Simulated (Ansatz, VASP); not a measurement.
# One calculation of Na2W5, two programs

```
CELL_PARAMETERS angstrom
4.21254 0.00000 0.00000
0.00000 4.21254 0.00000
0.00000 0.00000 8.41179
ATOMIC_POSITIONS crystal
Na 0.00000 0.00000 0.50000
Na 0.50000 0.50000 0.00000
W 0.00000 0.00000 0.17706
W 0.00000 0.00000 0.82294
W 0.50000 0.50000 0.30384
W 0.50000 0.50000 0.69616
W 0.50000 0.50000 0.50000
```

Alike in both runs: task single point; functional PBE; k mesh 4 × 4 × 2; occupations gaussian, width 0.1 eV; no spin polarisation.

```csv
,VASP,Ansatz
version,VASP 6.6.1,Ansatz 0.2.0
potentials or method,"VASP PAW PBE potentials, release 64 (Na_pv, W_sv), cutoff 520 eV","scalar-relativistic, plane waves, PAW"
valence electrons in the cell,84,88
```

```tsv
	VASP	Ansatz	Ansatz less VASP
gap on the k mesh at the Fermi level (eV)	none	none	-
rms of the force components (eV/Å)	19.472	20.371	+0.8991
```

Atom by atom the forces differ by 0.901 eV/Å (rms over components). A gap of «none» marks a metal or a gap that the smearing closes. The functional is the same, so the differences come from potentials, cutoffs and numerics. VASP's potentials hold 84 valence electrons a cell and Ansatz's 88, so a difference there can come from the potentials and not from the codes.

The k mesh is coarse, so the values compare programs but aren't converged. Spin-orbit coupling is off throughout.
